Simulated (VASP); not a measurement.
# La in VASP: a series of runs

Runs on La. Level: PBE. Tasks: electric field gradients.

All numbers are computed with VASP 6.6.1; they aren't measurements. Logs are shortened: lines on timing, memory, paths and dates and some standing lists are left out, and cuts for length are marked.

## Step 1: The cell of the first run

Symmetry: P6_3/mmc, No. 194, hexagonal system. The conventional cell has a = 3.632 Å, b = 3.632 Å, c = 6.076 Å, α = 90.00°, β = 90.00°, γ = 120.00°. La (site symmetry -6m2) has 12 La at 3.63 to 3.69 Å within 4.8 Å.

## Step 2: Electric field gradients, PBE (x and y stretched by -4 %, z held)

INCAR reads:

```
PREC = Accurate
ENCUT = 520
EDIFF = 1E-8
ISMEAR = -1
SIGMA = 0.05
LREAL = F
LASPH = T
NELM = 80
ALGO = Normal
ISIF = 2
LWAVE = F
LCHARG = F
GGA = PE
LEFG = T
NBANDS = 18
```

KPOINTS reads:

```
Automatic mesh
0
Gamma
  12 12 7
```

POSCAR reads:

```
La
1.0
    3.6317364831      0.0000000000      0.0000000000
   -1.8158682415      3.1451760542      0.0000000000
    0.0000000000      0.0000000000      6.0761289130
La
2
Direct
    0.3333333333      0.6666666667      0.2500000000
    0.6666666667      0.3333333333      0.7500000000
```

Potentials or basis: VASP PAW PBE potentials, release 64 (La).

On the command line:

```bash
> cat potpaw_PBE.64/La/POTCAR > POTCAR
> mpirun -np 1 vasp_std > vasp.out
```

OUTCAR:

```text
PREC = Accurate
   ENCUT = 520
   EDIFF = 1E-8
   ISMEAR = -1
   LREAL = F
   LASPH = T
   NELM = 80
   ISIF = 2
   GGA = PE

 ion  position               nearest neighbor table
   1  0.333  0.667  0.250-
   2  0.667  0.333  0.750-

  LATTYP: Found a hexagonal cell.
 ALAT       =     3.6317364831
 C/A-ratio  =     1.6730643705

  Lattice vectors:

 A1 = (   3.6317364831,   0.0000000000,   0.0000000000)
 A2 = (  -1.8158682415,   3.1451760542,   0.0000000000)
 A3 = (   0.0000000000,   0.0000000000,   6.0761289130)

Analysis of symmetry for initial positions (statically):
=====================================================================
 Subroutine PRICEL returns:
 Original cell was already a primitive cell.

 Routine SETGRP: Setting up the symmetry group for a
 hexagonal supercell.

 Subroutine GETGRP returns: Found 24 space group operations
 (whereof 12 operations were pure point group operations)
 out of a pool of 24 trial point group operations.

The static configuration has the point symmetry D_3d.
 The point group associated with its full space group is D_6h.

Analysis of symmetry for dynamics (positions and initial velocities):
=====================================================================
 Subroutine PRICEL returns:
 Original cell was already a primitive cell.

 Routine SETGRP: Setting up the symmetry group for a
 hexagonal supercell.

 Subroutine GETGRP returns: Found 24 space group operations
 (whereof 12 operations were pure point group operations)
 out of a pool of 24 trial point group operations.

The dynamic configuration has the point symmetry D_3d.
 The point group associated with its full space group is D_6h.

 Subroutine INISYM returns: Found 24 space group operations
 (whereof 12 operations are pure point group operations),
 and found     1 'primitive' translations

----------------------------------------------------------------------------------------

                                     Primitive cell

  volume of cell :      69.4043

  direct lattice vectors                    reciprocal lattice vectors
     3.631736483  0.000000000  0.000000000     0.275350374  0.158973613  0.000000000
    -1.815868242  3.145176054  0.000000000     0.000000000  0.317947225  0.000000000
     0.000000000  0.000000000  6.076128913     0.000000000  0.000000000  0.164578470

  length of vectors
     3.631736483  3.631736483  6.076128913     0.317947225  0.317947225  0.164578470

  position of ions in fractional coordinates (direct lattice)
     0.333333333  0.666666667  0.250000000
     0.666666667  0.333333333  0.750000000

  ion indices of the primitive-cell ions
   primitive index   ion index
                 1           1
                 2           2

----------------------------------------------------------------------------------------

 KPOINTS: Automatic mesh

Automatic generation of k-mesh.
 Grid dimensions read from file:
 generate k-points for:   12   12    7

 Generating k-lattice:

  Cartesian coordinates                     Fractional coordinates (reciprocal lattice)
     0.022945865  0.013247801  0.000000000     0.083333333  0.000000000  0.000000000
     0.000000000  0.026495602  0.000000000     0.000000000  0.083333333  0.000000000
     0.000000000  0.000000000  0.023511210     0.000000000  0.000000000  0.142857143

  Length of vectors
     0.026495602  0.026495602  0.023511210

  Shift w.r.t. Gamma in fractional coordinates (k-lattice)
     0.000000000  0.000000000  0.000000000

 Subroutine IBZKPT returns following result:
 ===========================================

 Found     76 irreducible k-points:

 Following reciprocal coordinates:
            Coordinates               Weight
  0.000000  0.000000  0.000000      1.000000
  0.083333 -0.000000  0.000000      6.000000
  0.166667 -0.000000  0.000000      6.000000
  0.250000 -0.000000  0.000000      6.000000
  0.333333  0.000000  0.000000      6.000000
  0.416667  0.000000  0.000000      6.000000
[... 16 lines left out ...]
  0.250000 -0.000000  0.142857     12.000000
  0.333333  0.000000  0.142857     12.000000
 [... further k-points ...]
   k-points           NKPTS =     76   k-points in BZ     NKDIM =     76   number of bands    NBANDS=     18
   number of dos      NEDOS =    301   number of ions     NIONS =      2
   total plane-waves  NPLWV =  37632
   dimension x,y,z NGX =    28 NGY =   28 NGZ =   48
   dimension x,y,z NGXF=    56 NGYF=   56 NGZF=   96
   ions per type =               2
   NGX,Y,Z   is equivalent  to a cutoff of  12.82, 12.82, 13.13 a.u.
   NGXF,Y,Z  is equivalent  to a cutoff of  25.63, 25.63, 26.27 a.u.
 SYSTEM =  unknown system
   PREC   = accura    normal or accurate (medium, high low for compatibility)
   ISTART =      0    job   : 0-new  1-cont  2-samecut
   ICHARG =      2    charge: 1-file 2-atom 10-const
   ISPIN  =      1    spin polarized calculation?
   LNONCOLLINEAR =      F non collinear calculations
   LSORBIT =      F    spin-orbit coupling
   LASPH  =      T    aspherical Exc in radial PAW
   ENCUT  =  520.0 eV  38.22 Ry    6.18 a.u.   6.75  6.75 11.30*2*pi/ulx,y,z
   NELM   =     80;   NELMIN=  2; NELMDL= -5     # of ELM steps
   EDIFF  = 0.1E-07   stopping-criterion for ELM
   LREAL  =      F    real-space projection
   EDIFFG = 0.1E-06   stopping-criterion for IOM
   NSW    =      0    number of steps for IOM
   IBRION =     -1    ionic relax: 0-MD 1-quasi-New 2-CG
   NFREE  =      0    steps in history (QN), initial steepest desc. (CG)
   ISIF   =      2    stress and relaxation
   ISYM   =      2    0-nonsym 1-usesym 2-fastsym
   POTIM  = 0.5000    time-step for ionic-motion
   TEBEG  =    0.0;   TEEND  =   0.0 temperature during run
   PSTRESS=    0.0 pullay stress
   NELECT =      22.0000    total number of electrons
   NUPDOWN=      -1.0000    fix difference up-down
   EMIN   =  10.00;   EMAX   =-10.00  energy-range for DOS
   EFERMI =   0.00;   METHOD = LEGACY
   ISMEAR =    -1;   SIGMA  =   0.05  broadening in eV -4-tet -1-fermi 0-gaus
   EFERMI_NEDOS =   21; number of points for ismear=-14 and -15
   IALGO  =     38    algorithm
   IMIX   =      4    mixing-type and parameters
     AMIX     =   0.40;   BMIX     =  1.00
     AMIX_MAG =   1.60;   BMIX_MAG =  1.00
  volume/ion in A,a.u.               =      34.70       234.18
  Fermi-wavevector in a.u.,A,eV,Ry     =   1.116230  2.109369 16.952439  1.245969
  Thomas-Fermi vector in A             =   2.252842
   LORBIT       =      0    0 simple, 1 ext, 2 COOP (PROOUT), +10 PAW based schemes
   GGA     = PE    functional components
   LHFCALC =     F    Hartree Fock is set to
   AEXX    =    0.0000 exact exchange contribution
   IVDW    =     0    specifies the selected vdW correction
   LEPSILON=     F    determine dielectric tensor
   LRPA    =     F    only Hartree local field effects (RPA)
 non-spin polarized calculation
  energy-cutoff  :      520.00
  volume of cell :       69.40
 maximum number of plane-waves:      1886
 NGX is ok and might be reduce to    28
   NGX = 13   NGY = 13   NGZ = 23

 number of electron      22.0000000 magnetization

 Free energy of the ion-electron system (eV)
  ---------------------------------------------------
  ext. energy  EPLUGINS =         0.00000000
  ---------------------------------------------------
  free energy    TOTEN  =        -9.68394066 eV

  energy without entropy =       -9.65447936  energy(sigma->0) =       -9.66921001

 E-fermi :   8.5083     XC(G=0):  -9.8396

 val. band max:        8.5074060104   @ k =   0.3333   0.2500   0.0000
 cond. band min:       8.5100441613   @ k =   0.2500  -0.0000   0.0000
 fundamental gap:      0.0026381509
 Fermi energy:         8.5082740445

 k-point     1 :       0.0000    0.0000    0.0000
  band No.  band energies     occupation
      1     -24.2546      2.00000
      2     -24.0215      2.00000
      3      -8.7392      2.00000
      4      -7.2728      2.00000
      5      -7.2728      2.00000
      6      -7.1381      2.00000
[... 10 lines left out ...]
     17      10.3377      0.00000
     18      10.3659      0.00000
[... 463 lines left out ...]
 k-point    24 :       0.3333    0.0000    0.1429
  band No.  band energies     occupation
      1     -24.0613      2.00000
      2     -23.9384      2.00000
      3      -8.4383      2.00000
      4      -8.2055      2.00000
      5      -8.0836      2.00000
      6      -7.5624      2.00000
[... 10 lines left out ...]
     17      10.4492      0.00000
     18      10.4997      0.00000

 [... further k-points ...]

------------------------ aborting loop because EDIFF is reached ----------------------------------------

  FORCE on cell =-STRESS in cart. coord.  units (eV):
  Direction    XX          YY          ZZ          XY          YZ          ZX
  --------------------------------------------------------------------------------------
  -------------------------------------------------------------------------------------
  Total        1.1135676      1.1135676      0.7040549      0.0000000      0.0000000      0.0000000
  in kB       25.7063787     25.7063787     16.2528986      0.0000000      0.0000000      0.0000000
  external PRESSURE =      22.5552187 kB  Pullay stress =       0.0000000 kB

 VOLUME and BASIS-vectors are now :
 -----------------------------------------------------------------------------
  energy-cutoff  :      520.00
  volume of cell :       69.40
      direct lattice vectors                 reciprocal lattice vectors
     3.631736483  0.000000000  0.000000000     0.275350374  0.158973613  0.000000000
    -1.815868242  3.145176054  0.000000000     0.000000000  0.317947225  0.000000000
     0.000000000  0.000000000  6.076128913     0.000000000  0.000000000  0.164578470

 POSITION                                       TOTAL-FORCE (eV/Angst)
 -----------------------------------------------------------------------------------
     -0.00000      2.09678      1.51903         0.000000     -0.000000      0.000000
      1.81587      1.04839      4.55710        -0.000000      0.000000      0.000000
 -----------------------------------------------------------------------------------
    total drift:                                0.000000     -0.000000      0.000000

  FREE ENERGIE OF THE ION-ELECTRON SYSTEM (eV)
  ---------------------------------------------------
  free  energy   TOTEN  =        -9.6839406586 eV

  energy  without entropy=       -9.6544793580  energy(sigma->0) =       -9.66921001

 Electric field gradients (V/A^2)
---------------------------------------------------------------------
 ion       V_xx      V_yy      V_zz      V_xy      V_xz      V_yz
---------------------------------------------------------------------
   1       6.504     6.504   -13.008    -0.000    -0.000     0.000
   2       6.504     6.504   -13.008    -0.000     0.000    -0.000
---------------------------------------------------------------------

 Electric field gradients after diagonalization (V/A^2)
 (convention: |V_zz| > |V_xx| > |V_yy|)
----------------------------------------------------------------------
 ion       V_xx      V_yy      V_zz     asymmetry (V_yy - V_xx)/ V_zz
----------------------------------------------------------------------
   1       6.504     6.504   -13.008       0.000
   2       6.504     6.504   -13.008       0.000
----------------------------------------------------------------------

           NMR quadrupolar parameters

 Cq : quadrupolar parameter    Cq=e*Q*V_zz/h
 eta: asymmetry parameters     (V_yy - V_xx)/ V_zz
 Q  : nuclear electric quadrupole moment in mb (millibarn)
----------------------------------------------------------------------
 ion       Cq(MHz)       eta       Q (mb)
----------------------------------------------------------------------
   1      -0.031       0.000       1.000
   2      -0.031       0.000       1.000
----------------------------------------------------------------------
```

Wall time 1.8 min (1 thread of Oxide Virtual Turin-like, shared host); peak memory 0.22 GiB.

What came out:

```yaml
Free_energy: -9.6839 eV
Pressure: 2.3 GPa
Band_gap_on_the_k_mesh: zero (bands 11 and 12 overlap by 1.43 eV)
Largest_electric_field_gradient_by_atom: La -13.0 V/Å²
```

Electric field gradients, principal values (V/Å²):
```tsv
atom	least	middle	greatest (by size)
1 La	6.504	6.504	-13.008
2 La	6.504	6.504	-13.008
```

Caveat: the cell differs from its parent crystal (x and y stretched by -4 %, z held); without QUAD_EFG the Cq values of the log hold for a quadrupole moment of 1 mb, not for the nuclei; spin-orbit coupling is left out, which moves the levels of the heavy elements.

(Continued in part 2 of 2.)
